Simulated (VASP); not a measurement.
CaO:

```
Ca O
1.0
     0.00000    2.40356    2.40356
     2.40356    0.00000    2.40356
     2.40356    2.40356    0.00000
Ca O
1 1
Direct
  0.00000 0.00000 0.00000
  0.50000 0.50000 0.50000
```

| Property | Result |
| --- | --- |
| Program | VASP 6.6.1 |
| Task | relaxation of cell and atoms |
| Functional | LDA |
| Potentials or basis | VASP PAW LDA potentials, release 64 (Ca_sv, O) |
| Cutoff | 600 eV |
| k mesh | 10 × 10 × 10 |
| Occupations | fermi-dirac, width 0.05 eV |
| Spin | no spin polarisation |

At the start: pressure -6.4 GPa; volume 13.89 Å³/atom.

Problem. How do energy, volume and symmetry change on relaxing?

Solution. Over 3 steps the energy falls by 16.0 meV/atom and the volume is 13.12 Å³/atom (-5.5 %); space group Fm-3m (No. 225, to 0.1 Å) before and after.

The path:
| step | energy change (eV) | largest force (eV/Å) | pressure (GPa) | volume (Å³) |
| --- | --- | --- | --- | --- |
| 1 | 0.0000 | 0.0000 | -6.41 | 27.77 |
| 2 | -0.0253 | 0.0000 | 3.42 | 25.60 |
| 3 | -0.0320 | 0.0000 | 0.00 | 26.25 |

Final structure:
```
Ca O
1.0
     0.00000    2.35879    2.35879
     2.35879    0.00000    2.35879
     2.35879    2.35879    0.00000
Ca O
1 1
Direct
  0.00000 0.00000 0.00000
  0.50000 0.50000 0.50000
```
